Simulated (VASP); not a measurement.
# As2Se (Fd-3m) in VASP: notebook, part 2 of 2

VASP 6.6.1. Earlier steps stand in the parts before.

## (4) Relaxation of cell and atoms, PBE

This run uses another cell than the first one, of 24.33 Å³/atom.

INCAR

```
SYSTEM = As2Se
  ALGO = Normal
  EDIFF = 1E-7
  EDIFFG = -0.04
  ENCUT = 600
  GGA = PE
  IBRION = 2
  ISIF = 3
  ISMEAR = 0
  LASPH = .TRUE.
  LCHARG = .FALSE.
  LREAL = .FALSE.
  LWAVE = .FALSE.
  NELM = 100
  NSW = 90
  PREC = Accurate
  SIGMA = 0.1
```

KPOINTS

```
k-points
0
G
  4 4 4
  0 0 0
```

POSCAR

```
As2Se
1.0
    0.0000000000      4.1793700200      4.1793700200
    4.1793700200      0.0000000000      4.1793700200
    4.1793700200      4.1793700200      0.0000000000
As Se
4 2
Direct
    0.1250000000      0.1250000000      0.1250000000
    0.6250000000      0.1250000000      0.1250000000
    0.1250000000      0.1250000000      0.6250000000
    0.1250000000      0.6250000000      0.1250000000
    0.5000000000      0.5000000000      0.5000000000
    0.7500000000      0.7500000000      0.7500000000
```

Potentials or basis: VASP PAW PBE potentials, release 64 (As, Se).

The run is started by

```console
$ cat potpaw_PBE.64/As/POTCAR potpaw_PBE.64/Se/POTCAR > POTCAR
$ mpirun -np 1 vasp_std > vasp.out
```

OUTCAR:

```text
SYSTEM = As2Se
   EDIFF = 1E-7
   EDIFFG = -0.04
   ENCUT = 600
   GGA = PE
   IBRION = 2
   ISIF = 3
   ISMEAR = 0
   LASPH = .TRUE.
   LREAL = .FALSE.
   NELM = 100
   NSW = 90
   PREC = Accurate

 ion  position               nearest neighbor table
   1  0.125  0.125  0.125-
   2  0.625  0.125  0.125-
   3  0.125  0.125  0.625-
   4  0.125  0.625  0.125-
   5  0.500  0.500  0.500-
   6  0.750  0.750  0.750-

  LATTYP: Found a face centered cubic cell.
 ALAT       =     8.3587400400

  Lattice vectors:

 A1 = (   0.0000000000,   4.1793700200,   4.1793700200)
 A2 = (   4.1793700200,   0.0000000000,   4.1793700200)
 A3 = (   4.1793700200,   4.1793700200,   0.0000000000)

Analysis of symmetry for initial positions (statically):
=====================================================================
[... 169 lines left out ...]

 val. band max:        3.5728747357   @ k =   0.5000   0.5000   0.0000
 cond. band min:       3.6899234380   @ k =   0.5000   0.2500   0.0000
 fundamental gap:      0.1170487023
 Fermi energy:         3.6615464885

 k-point     1 :       0.0000    0.0000    0.0000
  band No.  band energies     occupation
      1     -10.1184      2.00000
      2      -7.9523      2.00000
      3      -7.7938      2.00000
      4      -5.5865      2.00000
      5      -5.5865      2.00000
      6      -5.5865      2.00000
[... 252 lines left out ...]
--------------------------------------- Ionic step        3  -------------------------------------------

 number of electron      32.0000000 magnetization

 Free energy of the ion-electron system (eV)
  ---------------------------------------------------
  ext. energy  EPLUGINS =         0.00000000
  ---------------------------------------------------
  free energy    TOTEN  =       -21.99667578 eV

  energy without entropy =      -21.96322885  energy(sigma->0) =      -21.97995232

 E-fermi :   5.4415     XC(G=0): -10.4653

 val. band max:        5.3287504856   @ k =   0.5000   0.5000   0.0000
 cond. band min:       5.4509364466   @ k =   0.5000   0.2500   0.0000
 fundamental gap:      0.1221859609
 Fermi energy:         5.4415244586

 k-point     1 :       0.0000    0.0000    0.0000
  band No.  band energies     occupation
      1      -9.6421      2.00000
      2      -6.3039      2.00000
      3      -6.2866      2.00000
      4      -3.8124      2.00000
      5      -3.8124      2.00000
      6      -3.8124      2.00000
[... 206 lines left out ...]
  FREE ENERGIE OF THE ION-ELECTRON SYSTEM (eV)
  ---------------------------------------------------
  free  energy   TOTEN  =       -21.9966757817 eV

  energy  without entropy=      -21.9632288542  energy(sigma->0) =      -21.97995232

 reached required accuracy - stopping structural energy minimisation
```

OSZICAR:

```text
N       E                     dE             d eps       ncg     rms          rms(c)
DAV:   1     0.162152038083E+03    0.16215E+03   -0.14090E+04   320   0.151E+03
DAV:   2    -0.777785987432E+01   -0.16993E+03   -0.16607E+03   440   0.206E+02
DAV:   3    -0.210437704408E+02   -0.13266E+02   -0.12338E+02   396   0.587E+01
[... 30 lines left out ...]
DAV:   5    -0.219966745854E+02   -0.30650E-05   -0.71320E-05   404   0.493E-02    0.249E-02
DAV:   6    -0.219966748964E+02   -0.31095E-06   -0.12809E-05   424   0.230E-02    0.367E-03
DAV:   7    -0.219966752468E+02   -0.35045E-06   -0.79555E-07   324   0.574E-03    0.217E-03
DAV:   8    -0.219966757969E+02   -0.55007E-06   -0.11512E-07   180   0.192E-03    0.237E-04
DAV:   9    -0.219966757817E+02    0.15168E-07   -0.17094E-08   160   0.779E-04
   3 F= -.21996676E+02 E0= -.21979952E+02  d E =-.735393E+00
```

Wall time 3.3 min (1 thread of Intel Xeon 8259CL, shared host); peak memory 0.35 GiB.

Results:

| Item | Value |
| --- | --- |
| Free energy | -21.9967 eV |
| Relaxed volume | 20.41 Å³/atom |
| Relaxed cell | a = 5.574 Å, b = 5.574 Å, c = 5.574 Å, α = 60.00°, β = 60.00°, γ = 60.00° |
| Space group after relaxing (to 0.1 Å) | Fd-3m (No. 227) |
| Energy gained by relaxing | 122.6 meV/atom |
| Ionic steps | 3 |
| Pressure after relaxing | 0.0 GPa |
| Band gap on the k mesh | zero (bands 16 and 17 overlap by 1.07 eV) |

The path:
| step | energy change (eV) | largest force (eV/Å) | pressure (GPa) | volume (Å³) |
| --- | --- | --- | --- | --- |
| 1 | 0.0000 | 0.0000 | -8.53 | 146.00 |
| 2 | -0.7260 | 0.0000 | 1.38 | 120.32 |
| 3 | -0.7354 | 0.0000 | 0.03 | 122.48 |

Final structure:
```
As Se
1.0
     0.00000    3.94168    3.94168
     3.94168    0.00000    3.94168
     3.94168    3.94168    0.00000
As Se
4 2
Direct
  0.12500 0.12500 0.12500
  0.62500 0.12500 0.12500
  0.12500 0.12500 0.62500
  0.12500 0.62500 0.12500
  0.50000 0.50000 0.50000
  0.75000 0.75000 0.75000
```

Levels at points of the mesh, in eV from the Fermi level:
| k point | band 12 | band 13 | band 14 | band 15 | band 16 | band 17 | band 18 | band 19 | band 20 |
| --- | --- | --- | --- | --- | --- | --- | --- | --- | --- |
| (0.00, 0.00, 0.00) | -3.02 | -3.02 | -2.79 | -2.79 | 0.96 | 0.96 | 0.96 | 3.92 | 3.92 |
| (0.50, 0.00, 0.00) | -2.44 | -1.48 | -1.48 | -0.70 | -0.18 | 0.30 | 0.86 | 0.86 | 1.74 |
| (0.50, 0.50, 0.00) | -1.44 | -1.32 | -1.32 | -0.57 | -0.57 | -0.11 | -0.11 | 0.06 | 0.06 |

Caveat: the volume moved by over 15 % at a fixed basis, so the end points are rough; the highest band is partly filled, so the run has too few bands.

## (5) Summary

| task | cell | cutoff (eV) | gap on the mesh (eV) | pressure (GPa) |
| --- | --- | --- | --- | --- |
| single point | a = 5.574 Å, angles 60.0°, 6 atoms | 520 | none | 0.1 |
| single point | a = 5.911 Å, angles 60.0°, 6 atoms | 520 | none | -8.5 |
| relaxation of cell and atoms | relaxed from a = 5.911 Å, angles 60.0°, 6 atoms | 600 | none | 0.0 |

Alike in all rows: level PBE; potentials or basis VASP PAW PBE potentials, release 64 (As, Se); no spin polarisation; k mesh 4 × 4 × 4; smearing gaussian 0.1 eV.

Caveats: the cell stands under tension (at least some runs); the volume moved by over 15 % at a fixed basis, so the end points are rough (at least some runs); the highest band is partly filled, so the run has too few bands (at least some runs).

Absolute energies hang on the potentials; compare differences alone.

The gap in the log of VASP goes by the Fermi energy; the results here count the filled bands.